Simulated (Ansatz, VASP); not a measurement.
Two plane-wave programs on MgO

File INCAR:

```
  ALGO = Normal
  EDIFF = 1E-6
  ENCUT = 520
  GGA = PE
  ISIF = 2
  ISMEAR = 0
  LASPH = True
  LCHARG = False
  LREAL = False
  LWAVE = False
  NBANDS = 26
  NELM = 80
  PREC = Accurate
  SIGMA = 0.05
```

KPOINTS

```
k-points
0
Gamma
  9 9 2
```

POSCAR

```
MgO
1.0
    3.2803754002      0.0000000000      0.0000000000
   -1.6401877001      2.8408884305      0.0000000000
    0.0000000000      0.0000000000     10.5147056238
Mg O
4 4
Direct
    0.3333333333      0.6666666667      0.9694791811
    0.0000000000      0.0000000000      0.2208070585
    0.0000000000      0.0000000000      0.7208070585
    0.6666666667      0.3333333333      0.4694791811
    0.3333333333      0.6666666667      0.7800540723
   -0.1341309900      0.0000000000      0.5924271004
    0.0000000000      0.0000000000      0.0296578681
    0.6666666667      0.3333333333      0.2800540723
```

Input for Ansatz:

```yaml
crystal:
  lattice:
    - [3.2803754002, 0.0, 0.0]
    - [-1.6401877001, 2.8408884305, 0.0]
    - [0.0, 0.0, 10.5147056238]
  atoms:
    - { symbol: Mg, position: [0.3333333333, 0.6666666667, 0.9694791811] }
    - { symbol: Mg, position: [0.0, 0.0, 0.2208070585] }
    - { symbol: Mg, position: [0.0, 0.0, 0.7208070585] }
    - { symbol: Mg, position: [0.6666666667, 0.3333333333, 0.4694791811] }
    - { symbol: O, position: [0.3333333333, 0.6666666667, 0.7800540723] }
    - { symbol: O, position: [-0.13413099, 0.0, 0.5924271004] }
    - { symbol: O, position: [0.0, 0.0, 0.0296578681] }
    - { symbol: O, position: [0.6666666667, 0.3333333333, 0.2800540723] }
basis:
  ecutwfc: 420
kpoints:
  mp_grid: { grid: [9, 9, 2] }
hamiltonian:
  xc: pbe
  pseudopotentials: { kind: paw, azcp: { folder: soft_1 } }
scf:
  occupations: { method: gaussian, width: 0.05 }
output:
  forces: true
  stress: true
  eigenvalues: true
  write_density: true
  write_potential: true
  elf: true
  volumetric_format: npy
```

Alike in both runs: task single point; functional PBE; k mesh 9 × 9 × 2; occupations gaussian, width 0.05 eV; no spin polarisation.

|  | VASP | Ansatz |
| --- | --- | --- |
| version | VASP 6.6.1 | Ansatz 0.2.0 |
| potentials or method | VASP PAW PBE potentials, release 64 (Mg, O), cutoff 520 eV | scalar-relativistic, plane waves, PAW |
| valence electrons in the cell | 32 | 64 |

```tsv
	VASP	Ansatz	Ansatz less VASP
gap on the k mesh at the Fermi level (eV)	0.62	0.69	+0.070
least direct gap on the mesh (eV)	0.62	0.69	+0.070
pressure (GPa)	16.4	15.5	-0.88
traceless stress, the component that is largest in VASP (GPa)	27.23	25.18	-2.057
rms of the force components (eV/Å)	7.173	6.713	-0.4605
```

Atom by atom the forces differ by 0.466 eV/Å (rms over components). VASP's potentials hold 32 valence electrons a cell and Ansatz's 64, so a difference there can come from the potentials and not from the codes.
